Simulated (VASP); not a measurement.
Here is a VASP 6.6.1 calculation.

File INCAR:

```
PREC = Accurate
ENCUT = 520
EDIFF = 1E-6
ISMEAR = -1
SIGMA = 0.05
LREAL = Auto
LASPH = T
NELM = 60
ALGO = Normal
ISIF = 2
LWAVE = F
LCHARG = T
GGA = PE
LELF = T
LVHAR = T
NBANDS = 66
```

Contents of KPOINTS:

```
Automatic mesh
0
Gamma
  1 1 1
```

POSCAR

```
H2ClF
1.0
    8.2474740000      0.0000000000      0.0000000000
    0.0000000000      8.2474740000      0.0000000000
    0.0000000000      0.0000000000      8.2474740000
Cl H F
6 12 6
Direct
    0.1044498828      0.4481023128      0.6729680358
    0.7383422120      0.0575295946      0.6679474663
    0.3104166887      0.1330754210      0.2714951454
    0.7182295532      0.8346463345      0.0297765047
    0.3687613730      0.8539332890      0.6824833372
    0.4925117345      0.3067192552      0.9477625068
   -0.0218585574      0.5318121320      0.6134372534
    0.5901540528      0.0004649097      0.6733014131
    0.3014996851      0.2874828094      0.3168647713
    0.7701939838      0.9274289218     -0.0889746178
    0.2690344547      0.9244928567      0.7845378256
    0.4212035089      0.2229987138      1.0676370591
    0.0299412725      0.3380435017     -0.1394725167
    0.8817106441      0.8359749237      0.2152445372
    0.4225419174      0.5143096154      0.3001559321
    1.0733603849      1.1008442523      0.9381944934
    0.5690979109      0.4605274225      0.1111958579
    0.8783017544      0.7130370928      0.4475553754
    0.0059309688      0.2700455634     -0.0443210211
    0.9455933433      0.8270462610      0.3127321937
    0.3185612935      0.4875169920      0.3455477505
    1.1091819651      0.9893404087      0.9248743720
    0.5867923463      0.5287134101      0.2059769882
    0.8378443266      0.6395209060      0.5300723365
```

Potentials or basis: VASP PAW PBE potentials, release 64 (Cl, H, F).

The run is started by

```sh
$ cat potpaw_PBE.64/Cl/POTCAR potpaw_PBE.64/H/POTCAR potpaw_PBE.64/F/POTCAR > POTCAR
$ mpirun -np 1 vasp_gam > vasp.out
```

Estimate the largest force.

0.441 eV/Å.

Predict the band gap on the k mesh.

5.92 eV.

Predict the pressure.

0.0 GPa.

Forces in eV/Å, atoms in the order of the input:
```
Cl  -0.120  0.134 -0.101
Cl   0.098  0.032 -0.025
Cl  -0.024  0.135  0.029
Cl   0.024  0.021 -0.045
Cl  -0.132  0.044  0.082
Cl  -0.051 -0.076  0.092
H    0.136 -0.099  0.075
H   -0.026 -0.022 -0.004
H    0.000 -0.135 -0.015
H   -0.017 -0.052  0.074
H    0.008 -0.047 -0.036
H    0.030  0.052 -0.084
H   -0.037  0.010 -0.007
H   -0.110  0.032 -0.219
H    0.391  0.128 -0.157
H   -0.040  0.088  0.010
H    0.006 -0.091 -0.158
H    0.065  0.109 -0.159
F   -0.027  0.062  0.038
F    0.088 -0.052  0.216
F   -0.361 -0.098  0.189
F    0.127 -0.190 -0.086
F   -0.002  0.110  0.162
F   -0.024 -0.096  0.127
```

Caveat: the k points lie up to 0.76 Å⁻¹ apart.
